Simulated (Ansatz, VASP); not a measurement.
TiPd3: VASP beside Ansatz

INCAR

```
SYSTEM = TiPd3
PREC = Accurate
ENCUT = 520
EDIFF = 1E-8
ISMEAR = -1
SIGMA = 0.05
LREAL = .False.
LASPH = .True.
NELM = 80
ALGO = Normal
ISIF = 2
LWAVE = .False.
LCHARG = .False.
LEFG = .True.
NBANDS = 29
```

Contents of KPOINTS:

```
Automatic mesh
0
Gamma
  11 11 11
  0 0 0
```

POSCAR

```
TiPd3
1.0
    3.7683720496      0.0000000000      0.0000000000
    0.0000000000      3.7683720496      0.0000000000
    0.0000000000      0.0000000000      3.7683720496
Ti Pd
1 3
Direct
    0.0000000000      0.0000000000      0.0000000000
    0.0000000000      0.5000000000      0.5000000000
    0.5000000000      0.0000000000      0.5000000000
    0.5000000000      0.5000000000      0.0000000000
```

Input for Ansatz:

```yaml
crystal:
  lattice:
    - [3.7683720496, 0.0, 0.0]
    - [0.0, 3.7683720496, 0.0]
    - [0.0, 0.0, 3.7683720496]
  atoms:
    - { symbol: Ti, position: [0.0, 0.0, 0.0] }
    - { symbol: Pd, position: [0.0, 0.5, 0.5] }
    - { symbol: Pd, position: [0.5, 0.0, 0.5] }
    - { symbol: Pd, position: [0.5, 0.5, 0.0] }
kpoints:
  mp_grid: { grid: [11, 11, 11] }
scf:
  occupations: { method: fermi_dirac, width: 0.05 }
hamiltonian:
  xc: lda
  pseudopotentials: { kind: paw }
output:
  forces: true
  stress: true
  eigenvalues: true
  efg: { contact_densities: true }
```

Change from the starting cell: volume scaled by 0.96, PAW files.

Alike in both runs: task electric field gradients; functional LDA; k mesh 11 × 11 × 11; occupations fermi-dirac, width 0.05 eV; no spin polarisation.

|  | VASP | Ansatz |
| --- | --- | --- |
| version | VASP 6.6.1 | Ansatz 0.2.0 |
| potentials or method | VASP PAW LDA potentials, release 64 (Ti_sv, Pd) | PAW with Ansatz's default frozen-core files, scalar-relativistic |
| plane-wave cutoff (eV) | 520 | 420 |
| valence electrons in the cell | 42 | 66 |

Ansatz gave:

```
pressure (GPa)                                       : 13.1
size of Vzz on the site where it differs most (V/Å²) : 85.7
```

**Question.** Which values does VASP return?

**Answer.** Pressure (GPa): 13.6; size of Vzz on the site where it differs most (V/Å²): 66.3.

LDA's correlation is that of Perdew and Zunger in VASP and of Perdew and Wang (1992) in Ansatz. VASP's potentials hold 42 valence electrons a cell and Ansatz's 66, so a difference there can come from the potentials and not from the codes.
